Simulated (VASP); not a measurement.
# NiGe (P4/mmm) in VASP: relaxation of cell and atoms with PBE

Aim: the relaxation of cell and atoms of NiGe with PBE.

All numbers are computed with VASP 6.6.1; they aren't measurements. Logs are shortened: lines on timing, memory, paths and dates and some standing lists are left out, and cuts for length are marked.

### 1 The cell of the first run

Symmetry: P4/mmm, No. 123, tetragonal system. Conventional cell: a = 2.672 Å, b = 2.672 Å, c = 3.634 Å, α = 90.00°, β = 90.00°, γ = 90.00°. Ni (site symmetry 4/mmm) has 8 Ge at 2.62 Å and 10 Ni at 2.67 to 3.78 Å within 3.8 Å. Within 3.8 Å of Ge (site symmetry 4/mmm) lie 8 Ni at 2.62 Å and 10 Ge at 2.67 to 3.78 Å.

### 2 Relaxation of cell and atoms, PBE

The input, INCAR:

```
  ALGO = Normal
  EDIFF = 1E-7
  EDIFFG = -0.01
  ENCUT = 600
  GGA = PE
  IBRION = 2
  ISIF = 3
  ISMEAR = 0
  LASPH = T
  LCHARG = F
  LREAL = F
  LWAVE = F
  NELM = 80
  NSW = 100
  PREC = Accurate
  SIGMA = 0.1
```

The input, KPOINTS:

```
k-points
0
Gamma
  16 16 12
```

The input, POSCAR:

```
NiGe
1.0
    2.6719410039      0.0000000000      0.0000000000
    0.0000000000      2.6719410039      0.0000000000
    0.0000000000      0.0000000000      3.6338397653
Ni Ge
1 1
Direct
    0.0000000000      0.0000000000      0.0000000000
    0.5000000000      0.5000000000      0.5000000000
```

Potentials or basis: VASP PAW PBE potentials, release 64 (Ni, Ge_d).

Launch:

```bash
> cat potpaw_PBE.64/Ni/POTCAR potpaw_PBE.64/Ge_d/POTCAR > POTCAR
> mpirun -np 1 vasp_std > vasp.out
```

OUTCAR:

```text
EDIFF = 1E-7
   EDIFFG = -0.01
   ENCUT = 600
   GGA = PE
   IBRION = 2
   ISIF = 3
   ISMEAR = 0
   LASPH = T
   LREAL = F
   NELM = 80
   NSW = 100
   PREC = Accurate

 ion  position               nearest neighbor table
   1  0.000  0.000  0.000-   2 2.62   2 2.62   2 2.62   2 2.62   2 2.62   2 2.62   2 2.62   2 2.62

   2  0.500  0.500  0.500-   1 2.62   1 2.62   1 2.62   1 2.62   1 2.62   1 2.62   1 2.62   1 2.62

  LATTYP: Found a simple tetragonal cell.
 ALAT       =     2.6719410039
 C/A-ratio  =     1.3600000000

  Lattice vectors:

 A1 = (   2.6719410039,   0.0000000000,   0.0000000000)
 A2 = (   0.0000000000,   2.6719410039,   0.0000000000)
 A3 = (   0.0000000000,   0.0000000000,   3.6338397653)

Analysis of symmetry for initial positions (statically):
=====================================================================
 Subroutine PRICEL returns:
 Original cell was already a primitive cell.

 Routine SETGRP: Setting up the symmetry group for a
 simple tetragonal supercell.

 Subroutine GETGRP returns: Found 16 space group operations
 (whereof 16 operations were pure point group operations)
 out of a pool of 16 trial point group operations.

The static configuration has the point symmetry D_4h.

Analysis of symmetry for dynamics (positions and initial velocities):
=====================================================================
 Subroutine PRICEL returns:
 Original cell was already a primitive cell.

 Routine SETGRP: Setting up the symmetry group for a
 simple tetragonal supercell.

 Subroutine GETGRP returns: Found 16 space group operations
 (whereof 16 operations were pure point group operations)
 out of a pool of 16 trial point group operations.

The dynamic configuration has the point symmetry D_4h.

 Subroutine INISYM returns: Found 16 space group operations
 (whereof 16 operations are pure point group operations),
 and found     1 'primitive' translations

----------------------------------------------------------------------------------------

                                     Primitive cell

  volume of cell :      25.9430

  direct lattice vectors                    reciprocal lattice vectors
     2.671941004  0.000000000  0.000000000     0.374259760  0.000000000  0.000000000
     0.000000000  2.671941004  0.000000000     0.000000000  0.374259760  0.000000000
     0.000000000  0.000000000  3.633839765     0.000000000  0.000000000  0.275191000

  length of vectors
     2.671941004  2.671941004  3.633839765     0.374259760  0.374259760  0.275191000

  position of ions in fractional coordinates (direct lattice)
     0.000000000  0.000000000  0.000000000
     0.500000000  0.500000000  0.500000000

  ion indices of the primitive-cell ions
   primitive index   ion index
                 1           1
                 2           2

----------------------------------------------------------------------------------------

 KPOINTS: k-points

Automatic generation of k-mesh.
 Grid dimensions read from file:
 generate k-points for:   16   16   12

 Generating k-lattice:

  Cartesian coordinates                     Fractional coordinates (reciprocal lattice)
     0.023391235  0.000000000  0.000000000     0.062500000  0.000000000  0.000000000
     0.000000000  0.023391235  0.000000000     0.000000000  0.062500000  0.000000000
     0.000000000  0.000000000  0.022932583     0.000000000  0.000000000  0.083333333

  Length of vectors
     0.023391235  0.023391235  0.022932583

  Shift w.r.t. Gamma in fractional coordinates (k-lattice)
     0.000000000  0.000000000  0.000000000

 Subroutine IBZKPT returns following result:
 ===========================================

 Found    315 irreducible k-points:

 Following reciprocal coordinates:
            Coordinates               Weight
  0.000000  0.000000  0.000000      1.000000
  0.062500  0.000000  0.000000      4.000000
  0.125000  0.000000  0.000000      4.000000
  0.187500  0.000000  0.000000      4.000000
  0.250000  0.000000  0.000000      4.000000
  0.312500  0.000000  0.000000      4.000000
[... 16 lines left out ...]
  0.437500  0.125000  0.000000      8.000000
  0.500000  0.125000  0.000000      4.000000
 [... further k-points ...]
   k-points           NKPTS =    315   k-points in BZ     NKDIM =    315   number of bands    NBANDS=     16
   number of dos      NEDOS =    301   number of ions     NIONS =      2
   total plane-waves  NPLWV =  17280
   dimension x,y,z NGX =    24 NGY =   24 NGZ =   30
   dimension x,y,z NGXF=    48 NGYF=   48 NGZF=   60
   ions per type =               1   1
   NGX,Y,Z   is equivalent  to a cutoff of  14.93, 14.93, 13.72 a.u.
   NGXF,Y,Z  is equivalent  to a cutoff of  29.87, 29.87, 27.45 a.u.
 SYSTEM =  unknown system
   PREC   = accura    normal or accurate (medium, high low for compatibility)
   ISTART =      0    job   : 0-new  1-cont  2-samecut
   ICHARG =      2    charge: 1-file 2-atom 10-const
   ISPIN  =      1    spin polarized calculation?
   LNONCOLLINEAR =      F non collinear calculations
   LSORBIT =      F    spin-orbit coupling
   LASPH  =      T    aspherical Exc in radial PAW
   ENCUT  =  600.0 eV  44.10 Ry    6.64 a.u.   5.34  5.34  7.26*2*pi/ulx,y,z
   NELM   =     80;   NELMIN=  2; NELMDL= -5     # of ELM steps
   EDIFF  = 0.1E-06   stopping-criterion for ELM
   LREAL  =      F    real-space projection
   EDIFFG = -.1E-01   stopping-criterion for IOM
   NSW    =    100    number of steps for IOM
   IBRION =      2    ionic relax: 0-MD 1-quasi-New 2-CG
   NFREE  =      1    steps in history (QN), initial steepest desc. (CG)
   ISIF   =      3    stress and relaxation
   ISYM   =      2    0-nonsym 1-usesym 2-fastsym
   POTIM  = 0.5000    time-step for ionic-motion
   TEBEG  =    0.0;   TEEND  =   0.0 temperature during run
   PSTRESS=    0.0 pullay stress
   NELECT =      24.0000    total number of electrons
   NUPDOWN=      -1.0000    fix difference up-down
   EMIN   =  10.00;   EMAX   =-10.00  energy-range for DOS
   EFERMI =   0.00;   METHOD = LEGACY
   ISMEAR =     0;   SIGMA  =   0.10  broadening in eV -4-tet -1-fermi 0-gaus
   EFERMI_NEDOS =   21; number of points for ismear=-14 and -15
   IALGO  =     38    algorithm
   IMIX   =      4    mixing-type and parameters
     AMIX     =   0.40;   BMIX     =  1.00
     AMIX_MAG =   1.60;   BMIX_MAG =  1.00
  volume/ion in A,a.u.               =      12.97        87.54
  Fermi-wavevector in a.u.,A,eV,Ry     =   1.595164  3.014423 34.620691  2.544549
  Thomas-Fermi vector in A             =   2.693126
   LORBIT       =      0    0 simple, 1 ext, 2 COOP (PROOUT), +10 PAW based schemes
   GGA     = PE    functional components
   LHFCALC =     F    Hartree Fock is set to
   AEXX    =    0.0000 exact exchange contribution
   IVDW    =     0    specifies the selected vdW correction
   LEPSILON=     F    determine dielectric tensor
   LRPA    =     F    only Hartree local field effects (RPA)
 conjugate gradient relaxation of ions
 non-spin polarized calculation
 Gauss-broadening in eV      SIGMA  =   0.10
  energy-cutoff  :      600.00
  volume of cell :       25.94
 maximum number of plane-waves:       886
 NGX is ok and might be reduce to    24
   NGX = 11   NGY = 11   NGZ = 15

--------------------------------------- Ionic step        1  -------------------------------------------

 number of electron      24.0000001 magnetization

 Free energy of the ion-electron system (eV)
  ---------------------------------------------------
  ext. energy  EPLUGINS =         0.00000000
  ---------------------------------------------------
  free energy    TOTEN  =        -9.97372831 eV

  energy without entropy =       -9.96576060  energy(sigma->0) =       -9.96974445

------------------------ aborting loop because EDIFF is reached ----------------------------------------

  FORCE on cell =-STRESS in cart. coord.  units (eV):
  Direction    XX          YY          ZZ          XY          YZ          ZX
  --------------------------------------------------------------------------------------
  -------------------------------------------------------------------------------------
  Total        1.0761459      1.0761459     -0.9627884      0.0000000      0.0000000      0.0000000
  in kB       66.4602882     66.4602882    -59.4595926      0.0000000      0.0000000      0.0000000
  external PRESSURE =      24.4869946 kB  Pullay stress =       0.0000000 kB
[... 89 lines left out ...]
  FREE ENERGIE OF THE ION-ELECTRON SYSTEM (eV)
  ---------------------------------------------------
  free  energy   TOTEN  =       -10.0534752926 eV

  energy  without entropy=      -10.0470838875  energy(sigma->0) =      -10.05027959

[... ionic steps 4 to 10 ...]

--------------------------------------- Ionic step       11  -------------------------------------------

 number of electron      23.9999990 magnetization

------------------------ aborting loop because EDIFF is reached ----------------------------------------

  FORCE on cell =-STRESS in cart. coord.  units (eV):
  Direction    XX          YY          ZZ          XY          YZ          ZX
  --------------------------------------------------------------------------------------
  -------------------------------------------------------------------------------------
  Total        0.1685363      0.1685363      0.2076272      0.0000000      0.0000000      0.0000000
  in kB       10.3119206     10.3119206     12.7037007      0.0000000      0.0000000      0.0000000
  external PRESSURE =      11.1091807 kB  Pullay stress =       0.0000000 kB
[... 57 lines left out ...]
  energy  without entropy=      -10.1182851561  energy(sigma->0) =      -10.12079733

--------------------------------------- Ionic step       13  -------------------------------------------

 number of electron      23.9999988 magnetization

 Free energy of the ion-electron system (eV)
  ---------------------------------------------------
  ext. energy  EPLUGINS =         0.00000000
  ---------------------------------------------------
  free energy    TOTEN  =       -10.12419778 eV

  energy without entropy =      -10.11920543  energy(sigma->0) =      -10.12170160

 E-fermi :   9.4480     XC(G=0): -12.7022

 val. band max:        9.4470433947   @ k =   0.1875   0.0625   0.0000
 cond. band min:       9.4492894957   @ k =   0.4375   0.0625   0.4167
 fundamental gap:      0.0022461010
 Fermi energy:         9.4479503738

 k-point     1 :       0.0000    0.0000    0.0000
  band No.  band energies     occupation
      1     -15.5287      2.00000
      2     -15.5280      2.00000
      3     -15.4297      2.00000
      4     -15.4297      2.00000
      5     -15.4286      2.00000
      6      -3.9300      2.00000
[... 8 lines left out ...]
     15      16.9655      0.00000
     16      18.0130      0.00000
[... 420 lines left out ...]
  band No.  band energies     occupation
      1     -15.5107      2.00000
      2     -15.4657      2.00000
      3     -15.4597      2.00000
      4     -15.4304      2.00000
      5     -15.4284      2.00000
      6      -0.5818      2.00000
[... 8 lines left out ...]
     15      16.8743      0.00000
     16      19.1605      0.00000

 [... further k-points ...]

------------------------ aborting loop because EDIFF is reached ----------------------------------------

  FORCE on cell =-STRESS in cart. coord.  units (eV):
  Direction    XX          YY          ZZ          XY          YZ          ZX
  --------------------------------------------------------------------------------------
  -------------------------------------------------------------------------------------
  Total        0.0139185      0.0139185      0.0036126      0.0000000      0.0000000      0.0000000
  in kB        0.8448491      0.8448491      0.2192854      0.0000000      0.0000000      0.0000000
  external PRESSURE =       0.6363279 kB  Pullay stress =       0.0000000 kB
[... 17 lines left out ...]
  FREE ENERGIE OF THE ION-ELECTRON SYSTEM (eV)
  ---------------------------------------------------
  free  energy   TOTEN  =       -10.1241977762 eV

  energy  without entropy=      -10.1192054251  energy(sigma->0) =      -10.12170160

 reached required accuracy - stopping structural energy minimisation
```

Run time: 13 min. Hardware: 1 thread of Intel Xeon Platinum 8488C (Sapphire Rapids), shared host; peak memory 0.31 GiB.

Results:

- Free energy: -10.1242 eV
- Relaxed volume: 13.20 Å³/atom
- Relaxed cell: a = 2.974 Å, b = 2.974 Å, c = 2.984 Å, α = 90.00°, β = 90.00°, γ = 90.00°
- Space group after relaxing (to 0.1 Å): Pm-3m (No. 221)
- Energy gained by relaxing: 75.2 meV/atom
- Ionic steps: 13
- Pressure after relaxing: 0.1 GPa
- Band gap on the k mesh: zero (bands 12 and 13 overlap by 3.37 eV)

Step by step:
| step | energy change (eV) | largest force (eV/Å) | pressure (GPa) | volume (Å³) |
| --- | --- | --- | --- | --- |
| 1 | 0.0000 | 0.0000 | 2.45 | 25.94 |
| 2 | -0.0570 | 0.0000 | -1.39 | 26.67 |
| 3 | -0.0797 | 0.0000 | -4.64 | 27.43 |
| 4 | -0.1171 | 0.0000 | 0.14 | 26.39 |
| 5 | -0.1205 | 0.0000 | 3.96 | 25.69 |
| 6 | -0.1215 | 0.0000 | 2.87 | 25.88 |
| 7 | -0.1399 | 0.0000 | 1.94 | 26.04 |
| 8 | -0.1455 | 0.0000 | 1.57 | 26.11 |
| 9 | -0.1493 | 0.0000 | 1.08 | 26.20 |
| 10 | -0.1497 | 0.0000 | 1.15 | 26.18 |
| 11 | -0.1497 | 0.0000 | 1.11 | 26.19 |
| 12 | -0.1496 | 0.0000 | -0.99 | 26.62 |
| 13 | -0.1505 | 0.0000 | 0.06 | 26.40 |

Final structure:
```xyz
2
Lattice="2.9743 0.0000 0.0000 0.0000 2.9743 0.0000 0.0000 0.0000 2.9837" Properties=species:S:1:pos:R:3 pbc="T T T"
Ni    0.0000    2.9743    0.0000
Ge    1.4872    1.4872    1.4918
```

Caveat: a cell axis changed by over 15 % at a fixed basis, so the end point is rough.
